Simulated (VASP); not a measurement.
# CoPtO2 (R-3m) in VASP: further runs, part 3 of 3

VASP 6.6.1. The steps go on from the part before.

**5. Relaxation of cell and atoms, RPBE, collinear spin, ferromagnetic start**

This run uses another cell than the first one, of 10.26 Å³/atom.

File INCAR:

```
  ALGO = Normal
  EDIFF = 1E-7
  EDIFFG = -0.01
  ENCUT = 600
  GGA = RP
  IBRION = 2
  ISIF = 3
  ISMEAR = -1
  ISPIN = 2
  KPAR = 4
  LASPH = True
  LCHARG = False
  LMAXMIX = 4
  LORBIT = 11
  LREAL = False
  LWAVE = False
  MAGMOM = 0 2 0 0
  NELM = 150
  NSW = 60
  PREC = Accurate
  SIGMA = 0.05
```

File KPOINTS:

```
k-points
0
Gamma
  11 11 11
```

File POSCAR:

```
CoPtO2
1.0
    1.4122699173      0.8153744169      5.9393891094
   -1.4122699173      0.8153744169      5.9393891094
    0.0000000000     -1.6307488338      5.9393891094
Pt Co O
1 1 2
Direct
    0.0000000000      0.0000000000      0.0000000000
    0.5000000000      0.5000000000      0.5000000000
    0.1122440300      0.1122440300      0.1122440300
    0.8877559700      0.8877559700      0.8877559700
```

Potentials or basis: VASP PAW PBE potentials, release 64 (Pt, Co, O).

On the command line:

```console
$ cat potpaw_PBE.64/Pt/POTCAR potpaw_PBE.64/Co/POTCAR potpaw_PBE.64/O/POTCAR > POTCAR
$ mpirun -np 4 vasp_std > vasp.out
```

OUTCAR:

```text
EDIFF = 1E-7
   EDIFFG = -0.01
   ENCUT = 600
   GGA = RP
   IBRION = 2
   ISIF = 3
   ISMEAR = -1
   ISPIN = 2
   LASPH = True
   LORBIT = 11
   LREAL = False
   NELM = 150
   NSW = 60
   PREC = Accurate

 ion  position               nearest neighbor table
   1  0.000  0.000  0.000-   3 2.00   4 2.00
   2  0.500  0.500  0.500-   3 1.90   4 1.90   3 1.90   3 1.90   4 1.90   4 1.90
   3  0.112  0.112  0.112-   2 1.90   2 1.90   2 1.90   1 2.00
   4  0.888  0.888  0.888-   2 1.90   2 1.90   2 1.90   1 2.00

  LATTYP: Found a trigonal (rhomboedric) cell.
 ALAT       =     6.1591951383
 COS(alpha) =     0.8948480128

  Lattice vectors:

 A1 = (   1.4122699173,   0.8153744169,   5.9393891094)
 A2 = (  -1.4122699173,   0.8153744169,   5.9393891094)
 A3 = (   0.0000000000,  -1.6307488338,   5.9393891094)

Analysis of symmetry for initial positions (statically):
=====================================================================
 Subroutine PRICEL returns:
 Original cell was already a primitive cell.

 Routine SETGRP: Setting up the symmetry group for a
 trigonal (rhombohedral) supercell.

 Subroutine GETGRP returns: Found 12 space group operations
 (whereof 12 operations were pure point group operations)
 out of a pool of 12 trial point group operations.

The static configuration has the point symmetry D_3d.

Analysis of symmetry for dynamics (positions and initial velocities):
=====================================================================
 Subroutine PRICEL returns:
 Original cell was already a primitive cell.

 Routine SETGRP: Setting up the symmetry group for a
 trigonal (rhombohedral) supercell.

 Subroutine GETGRP returns: Found 12 space group operations
 (whereof 12 operations were pure point group operations)
 out of a pool of 12 trial point group operations.

The dynamic configuration has the point symmetry D_3d.

Analysis of structural, dynamic, and magnetic symmetry:
=====================================================================
 Subroutine PRICEL returns:
 Original cell was already a primitive cell.

 Routine SETGRP: Setting up the symmetry group for a
 trigonal (rhombohedral) supercell.

 Subroutine GETGRP returns: Found 12 space group operations
 (whereof 12 operations were pure point group operations)
 out of a pool of 12 trial point group operations.

The overall configuration has the point symmetry D_3d.

 Subroutine INISYM returns: Found 12 space group operations
 (whereof 12 operations are pure point group operations),
 and found     1 'primitive' translations

----------------------------------------------------------------------------------------

                                     Primitive cell

  volume of cell :      41.0363

  direct lattice vectors                    reciprocal lattice vectors
     1.412269917  0.815374417  5.939389109     0.354039971  0.204405072  0.056122495
    -1.412269917  0.815374417  5.939389109    -0.354039971  0.204405072  0.056122495
     0.000000000 -1.630748834  5.939389109     0.000000000 -0.408810145  0.056122495

  length of vectors
     6.159195138  6.159195138  6.159195138     0.412644482  0.412644482  0.412644482

[... 68 lines left out ...]
   total plane-waves  NPLWV = 125000
   dimension x,y,z NGX =    50 NGY =   50 NGZ =   50
   dimension x,y,z NGXF=   100 NGYF=  100 NGZF=  100
   ions per type =               1   1   2
   NGX,Y,Z   is equivalent  to a cutoff of  13.50, 13.50, 13.50 a.u.
   NGXF,Y,Z  is equivalent  to a cutoff of  26.99, 26.99, 26.99 a.u.
 SYSTEM =  unknown system
   PREC   = accura    normal or accurate (medium, high low for compatibility)
   ISTART =      0    job   : 0-new  1-cont  2-samecut
   ICHARG =      2    charge: 1-file 2-atom 10-const
   ISPIN  =      2    spin polarized calculation?
   LNONCOLLINEAR =      F non collinear calculations
   LSORBIT =      F    spin-orbit coupling
   LASPH  =      T    aspherical Exc in radial PAW
   ENCUT  =  600.0 eV  44.10 Ry    6.64 a.u.  12.30 12.30 12.30*2*pi/ulx,y,z
   NELM   =    150;   NELMIN=  2; NELMDL= -5     # of ELM steps
   EDIFF  = 0.1E-06   stopping-criterion for ELM
   LREAL  =      F    real-space projection
   EDIFFG = -.1E-01   stopping-criterion for IOM
   NSW    =     60    number of steps for IOM
   IBRION =      2    ionic relax: 0-MD 1-quasi-New 2-CG
   NFREE  =      1    steps in history (QN), initial steepest desc. (CG)
   ISIF   =      3    stress and relaxation
   ISYM   =      2    0-nonsym 1-usesym 2-fastsym
   POTIM  = 0.5000    time-step for ionic-motion
   TEBEG  =    0.0;   TEEND  =   0.0 temperature during run
   PSTRESS=    0.0 pullay stress
   NELECT =      31.0000    total number of electrons
   NUPDOWN=      -1.0000    fix difference up-down
   EMIN   =  10.00;   EMAX   =-10.00  energy-range for DOS
   EFERMI =   0.00;   METHOD = LEGACY
   ISMEAR =    -1;   SIGMA  =   0.05  broadening in eV -4-tet -1-fermi 0-gaus
   EFERMI_NEDOS =   21; number of points for ismear=-14 and -15
   IALGO  =     38    algorithm
   IMIX   =      4    mixing-type and parameters
     AMIX     =   0.40;   BMIX     =  1.00
     AMIX_MAG =   1.60;   BMIX_MAG =  1.00
  volume/ion in A,a.u.               =      10.26        69.23
  Fermi-wavevector in a.u.,A,eV,Ry     =   1.490983  2.817550 30.246177  2.223031
  Thomas-Fermi vector in A             =   2.603696
   LORBIT       =     11    0 simple, 1 ext, 2 COOP (PROOUT), +10 PAW based schemes
   GGA     = RP    functional components
   LHFCALC =     F    Hartree Fock is set to
   AEXX    =    0.0000 exact exchange contribution
   IVDW    =     0    specifies the selected vdW correction
   LEPSILON=     F    determine dielectric tensor
   LRPA    =     F    only Hartree local field effects (RPA)
 conjugate gradient relaxation of ions
 spin polarized calculation
  energy-cutoff  :      600.00
  volume of cell :       41.04
 maximum number of plane-waves:      1403
 NGX is ok and might be reduce to    50
   NGX = 25   NGY = 25   NGZ = 25

--------------------------------------- Ionic step        1  -------------------------------------------

 number of electron      30.9999997 magnetization      -0.0003298

 number of electron      30.9999997 magnetization       0.0000004

 Free energy of the ion-electron system (eV)
  ---------------------------------------------------
  ext. energy  EPLUGINS =         0.00000000
  ---------------------------------------------------
  free energy    TOTEN  =       -24.35953615 eV

  energy without entropy =      -24.35542618  energy(sigma->0) =      -24.35748116

------------------------ aborting loop because EDIFF is reached ----------------------------------------

  FORCE on cell =-STRESS in cart. coord.  units (eV):
  Direction    XX          YY          ZZ          XY          YZ          ZX
  --------------------------------------------------------------------------------------
  -------------------------------------------------------------------------------------
  Total        2.9436082      2.9436082      3.0083135      0.0000000      0.0000000      0.0000000
  in kB      114.9271841    114.9271841    117.4534724      0.0000000      0.0000000      0.0000000
  external PRESSURE =     115.7692802 kB  Pullay stress =       0.0000000 kB
[... 227 lines left out ...]
 number of electron      31.0000002 magnetization       0.0000000

 number of electron      31.0000002 magnetization      -0.0000000

 Free energy of the ion-electron system (eV)
  ---------------------------------------------------
  ext. energy  EPLUGINS =         0.00000000
  ---------------------------------------------------
  free energy    TOTEN  =       -24.42946508 eV

  energy without entropy =      -24.42508324  energy(sigma->0) =      -24.42727416

 E-fermi :   8.0642     XC(G=0): -12.2262

 val. band max:        7.9909564650   @ k =  -0.3636  -0.3636   0.0909
 cond. band min:       8.1337360070   @ k =   0.4545   0.4545   0.0000
 fundamental gap:      0.1427795420
 Fermi energy:         8.0642045210

 spin component 1

 k-point     1 :       0.0000    0.0000    0.0000
  band No.  band energies     occupation
      1     -13.1275      1.00000
      2     -11.3983      1.00000
      3      -1.0671      1.00000
      4       1.5147      1.00000
      5       1.9220      1.00000
      6       1.9220      1.00000
[... 541 lines left out ...]
     19      11.5897      0.00000
     20      17.4474      0.00000

 [... further k-points ...]

 spin component 2

 k-point     1 :       0.0000    0.0000    0.0000
  band No.  band energies     occupation
      1     -13.1275      1.00000
      2     -11.3983      1.00000
      3      -1.0671      1.00000
      4       1.5147      1.00000
      5       1.9220      1.00000
      6       1.9220      1.00000
[... 574 lines left out ...]
  FREE ENERGIE OF THE ION-ELECTRON SYSTEM (eV)
  ---------------------------------------------------
  free  energy   TOTEN  =       -24.4294650840 eV

  energy  without entropy=      -24.4250832356  energy(sigma->0) =      -24.42727416

 reached required accuracy - stopping structural energy minimisation

 total charge

# of ion       s       p       d       tot
------------------------------------------
    1        0.629   0.519   7.991   9.138
    2        0.405   0.602   7.301   8.308
    3        1.559   3.438   0.000   4.997
    4        1.559   3.438   0.000   4.997
--------------------------------------------------
tot          4.152   7.997  15.292  27.441

 magnetization (x)

# of ion       s       p       d       tot
------------------------------------------
    1       -0.000   0.000  -0.000  -0.000
    2       -0.000  -0.000  -0.000  -0.000
    3       -0.000   0.000   0.000   0.000
    4       -0.000   0.000   0.000   0.000
--------------------------------------------------
tot         -0.000   0.000  -0.000  -0.000
```

Run time: 42 min. Hardware: 4 MPI ranks of Oxide Virtual Turin-like, shared host; peak memory 0.67 GiB.

Results:

```yaml
Free_energy: -24.4295 eV
Relaxed_volume: 10.77 Å³/atom
Relaxed_cell: a = 6.230 Å, b = 6.230 Å, c = 6.230 Å, α = 26.72°, β = 26.72°, γ = 26.72°
Space_group_after_relaxing_to_0.1_Å: R-3m (No. 166)
Energy_gained_by_relaxing: 17.5 meV/atom
Ionic_steps: 7
Pressure_after_relaxing: -0.1 GPa
Largest_force_after_relaxing: 0.009 eV/Å
Net_moment: 0.00 μB per cell
Valence_electrons_inside_the_program's_atomic_spheres: Pt 9.14; Co 8.31; O 5.00
```

Forces on the atoms (eV/Å):
```
Pt   0.000  0.000  0.000
Co   0.000  0.000  0.000
O    0.000  0.000  0.009
O    0.000  0.000 -0.009
```

The path:
```csv
step,energy change (eV),largest force (eV/Å),pressure (GPa),volume (Å³)
1,0.0000,0.1838,11.58,41.04
2,0.0316,0.1843,-11.30,45.60
3,-0.0677,0.0020,-0.12,43.01
4,-0.0677,0.0013,0.10,42.97
5,-0.0696,0.0901,0.20,43.03
6,-0.0696,0.0826,0.17,43.02
7,-0.0699,0.0089,-0.10,43.10
```

Final structure:
```xyz
4
Lattice="1.4395 0.8311 6.0037 -1.4395 0.8311 6.0037 0.0000 -1.6622 6.0037" Properties=species:S:1:pos:R:3 pbc="T T T"
Pt    0.0000    0.0000   18.0112
Co    0.0000    0.0000    9.0056
O     0.0000    0.0000    2.0210
O     0.0000    0.0000   15.9902
```

Caveat: the moments typed at the start vanished in this run; the PAW data sets were made with another functional, which shifts forces and pressure a little; spin-orbit coupling is left out, which moves the levels of the heavy elements; semilocal functionals often make such compounds metallic where correlation or magnetic order opens a gap, which also shifts bond lengths. With open d or f shells a metallic result of RPBE can be an artefact of self-interaction; +U or a hybrid may open a gap.
